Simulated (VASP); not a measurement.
The system is Au.

```
CELL_PARAMETERS angstrom
0.00000 2.03500 2.03500
2.03500 0.00000 2.03500
2.03500 2.03500 0.00000
ATOMIC_POSITIONS crystal
Au 0.00000 0.00000 0.00000
```

- Program: VASP 6.6.1
- Task: relaxation of cell and atoms
- Functional: revPBE
- Potentials or basis: VASP PAW PBE potentials, release 64 (Au)
- Cutoff: 600 eV
- k mesh: 11 × 11 × 11
- Occupations: fermi-dirac, width 0.05 eV
- Spin: no spin polarisation

At the start: pressure 13.5 GPa; volume 16.85 Å³/atom.

How do energy, volume and symmetry change on relaxing?

Over 4 steps the energy falls by 55.5 meV/atom and the volume is 18.31 Å³/atom (+8.6 %); space group Fm-3m (No. 225, to 0.05 Å).

Step by step:
| step | energy change (eV) | largest force (eV/Å) | pressure (GPa) | volume (Å³) |
| --- | --- | --- | --- | --- |
| 1 | 0.0000 | 0.0000 | 13.51 | 16.85 |
| 2 | 0.0292 | 0.0000 | -10.42 | 20.56 |
| 3 | -0.0554 | 0.0000 | -0.28 | 18.35 |
| 4 | -0.0555 | 0.0000 | -0.06 | 18.31 |

Final structure:
```cif
data_structure
_symmetry_space_group_name_H-M 'P 1'
_symmetry_Int_Tables_number 1
_cell_length_a 2.9585
_cell_length_b 2.9585
_cell_length_c 2.9585
_cell_angle_alpha 60.000
_cell_angle_beta 60.000
_cell_angle_gamma 60.000
_cell_volume 18.31
loop_
_atom_site_label
_atom_site_type_symbol
_atom_site_fract_x
_atom_site_fract_y
_atom_site_fract_z
_atom_site_occupancy
Au1 Au 0.00000 0.00000 0.00000 1
```

Caveat: the PAW data sets were made with another functional, which shifts forces and pressure a little.
